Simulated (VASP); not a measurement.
Wanted: the native input for a VASP 6.6.1 run.

| Quantity | Value |
| --- | --- |
| Task | single point |
| Functional | PBEsol |
| Potentials or basis | VASP PAW PBE potentials, release 64 (Ta_pv, As) |
| Cutoff | 520 eV |
| k mesh | 10 × 10 × 10 |
| Occupations | gaussian, width 0.05 eV |
| Spin | no spin polarisation |
| Dipole correction | no |
| Further INCAR settings | ALGO = Normal; EDIFF = 1e-06; NBANDS = 15 |

The structure of TaAs lies in POSCAR:

```
TaAs
1.0
    0.0000000000      2.6016369085      2.6016369085
    2.6016369085      0.0000000000      2.6016369085
    2.6016369085      2.6016369085      0.0000000000
Ta As
1 1
Direct
    0.5000000000      0.5000000000      0.5000000000
    0.0153749356     -0.0153749356      0.0153749356
```

This cell differs from its parent crystal: atom 2 (As) moved 0.08 Å along y.

One way to write it, as run:

INCAR

```
SYSTEM = TaAs
ALGO = Normal
EDIFF = 1E-6
ENCUT = 520
GGA = PS
ISIF = 2
ISMEAR = 0
LASPH = .TRUE.
LCHARG = .FALSE.
LREAL = .FALSE.
LWAVE = .FALSE.
NBANDS = 15
NELM = 60
PREC = Accurate
SIGMA = 0.05
```

KPOINTS

```
k-points
0
G
  10 10 10
  0 0 0
```

Potentials or basis: VASP PAW PBE potentials, release 64 (Ta_pv, As).

Run with:

```bash
$ cat potpaw_PBE.64/Ta_pv/POTCAR potpaw_PBE.64/As/POTCAR > POTCAR
$ mpirun -np 1 vasp_std > vasp.out
```

Results of the run:

* Pressure: 1.2 GPa
* Largest force: 0.645 eV/Å
* Band gap on the k mesh: zero (band 8 reaches 8.29 eV, above the bottom of band 9 at 6.07 eV)

Caveat: the cell differs from its parent crystal (atom 2 (As) moved 0.08 Å along y); the PAW data sets were made with another functional, which shifts forces and pressure a little; spin-orbit coupling is left out, which moves the levels of the heavy elements.

Wall time 33 s on 1 thread of Intel(R) Xeon(R) Platinum 8488C (Sapphire Rapids), on a shared host, peak memory 0.19 GiB.
